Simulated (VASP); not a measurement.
Here is a VASP 6.6.1 calculation.

The input INCAR:

```
SYSTEM = CdS
ALGO = Normal ; EDIFF = 1E-8
ENCUT = 520 ; GGA = PS
ISIF = 2 ; ISMEAR = -1
LASPH = .TRUE. ; LCHARG = .FALSE.
LEFG = .TRUE. ; LREAL = .FALSE.
LWAVE = .FALSE. ; NBANDS = 16
NELM = 80 ; PREC = Accurate
SIGMA = 0.02
```

File KPOINTS:

```
k-points
0
G
  7 7 7
  0 0 0
```

Contents of POSCAR:

```
CdS
1.0
    0.0000000000      2.9816809780      2.9816809780
    2.9816809780      0.0000000000      2.9816809780
    2.9816809780      2.9816809780      0.0000000000
Cd S
1 1
Direct
    0.0000000000      0.0000000000      0.0000000000
    0.7500000000      0.7500000000      0.7500000000
```

Potentials or basis: VASP PAW PBE potentials, release 64 (Cd, S).

Run with:

```console
$ cat potpaw_PBE.64/Cd/POTCAR potpaw_PBE.64/S/POTCAR > POTCAR
$ mpirun -np 1 vasp_std > vasp.out
```

(1) What does it give for the pressure?

(2) What does it give for the band gap on the k mesh?

Results:

(1) -3.4 GPa.

(2) 0.87 eV, direct.

Caveat: without QUAD_EFG the Cq values of the log hold for a quadrupole moment of 1 mb, not for the nuclei; the PAW data sets were made with another functional, which shifts forces and pressure a little.
